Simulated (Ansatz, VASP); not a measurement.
# One calculation of CaTiC6N6, two programs

```
Ca Ti C N
1.0
     0.00000    5.80387    5.80387
     5.80387    0.00000    5.80387
     5.80387    5.80387    0.00000
Ca Ti C N
1 1 6 6
Direct
  0.00000 0.00000 0.00000
  0.50000 0.50000 0.50000
  0.77665 0.22335 0.22335
  0.22335 0.77665 0.22335
  0.22335 0.22335 0.77665
  0.22335 0.77665 0.77665
  0.77665 0.22335 0.77665
  0.77665 0.77665 0.22335
  0.67541 0.32459 0.32459
  0.32459 0.67541 0.32459
  0.32459 0.32459 0.67541
  0.32459 0.67541 0.67541
  0.67541 0.32459 0.67541
  0.67541 0.67541 0.32459
```

Alike in both runs: functional PBE; k mesh 4 × 4 × 4; occupations gaussian, width 0.1 eV; collinear spin.

Ansatz relaxed the structure, and its values are those at the end. VASP's run is a single point on that final structure, the one shown.

|  | VASP | Ansatz |
| --- | --- | --- |
| version | VASP 6.6.1 | Ansatz 0.2.0 |
| potentials or method | VASP PAW PBE potentials, release 64 (Ca_sv, Ti_sv, C, N), cutoff 520 eV | scalar-relativistic, plane waves, PAW |
| valence electrons in the cell | 76 | 76 |

```csv
,VASP,Ansatz,Ansatz less VASP
gap on the k mesh at the Fermi level (eV),2.45,2.47,+0.022
least direct gap on the mesh (eV),2.45,2.47,+0.022
pressure (GPa),0.5,0.2,-0.32
rms of the force components (eV/Å),0.189,0.006,-0.1829
net moment per atom (μB),0.00,0.00,0.000
```

One of these differences is far larger than is usual between the two programs; its cause wasn't traced. Ansatz's warnings: seeded moment not kept.

Noted on VASP's run: the standard files for N, O and F lose accuracy on very short bonds.
